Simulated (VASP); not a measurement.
A run of VASP 6.6.1 is set up as follows.

INCAR

```
ALGO = Fast
EDIFF = 1E-6
ENCUT = 520
GGA = PE
ISIF = 2
ISMEAR = 0
LASPH = T
LCHARG = F
LREAL = F
LWAVE = F
NBANDS = 29
NELM = 60
PREC = Accurate
SIGMA = 0.1
```

KPOINTS

```
k-points
0
Gamma
  10 10 10
```

Contents of POSCAR:

```
CsTa3
1.0
    4.4060147779      0.0000000000      0.0000000000
    0.0000000000      4.4060147779      0.0000000000
    0.0000000000      0.0000000000      4.4060147779
Cs Ta
1 3
Direct
    0.0000000000      0.0000000000      0.0000000000
    0.0000000000      0.5000000000      0.5000000000
    0.5000000000      0.0000000000      0.5000000000
    0.5000000000      0.5000000000      0.0000000000
```

Potentials or basis: VASP PAW PBE potentials, release 64 (Cs_sv, Ta_pv).

Launch:

```console
$ cat potpaw_PBE.64/Cs_sv/POTCAR potpaw_PBE.64/Ta_pv/POTCAR > POTCAR
$ mpirun -np 1 vasp_std > vasp.out
```

Problem. What does it give for the pressure?

Solution. 0.9 GPa.

Problem. Estimate the band gap on the k mesh.

Solution. Zero (band 21 reaches 6.49 eV, above the bottom of band 22 at 5.23 eV).

Caveat: spin-orbit coupling is left out, which moves the levels of the heavy elements.
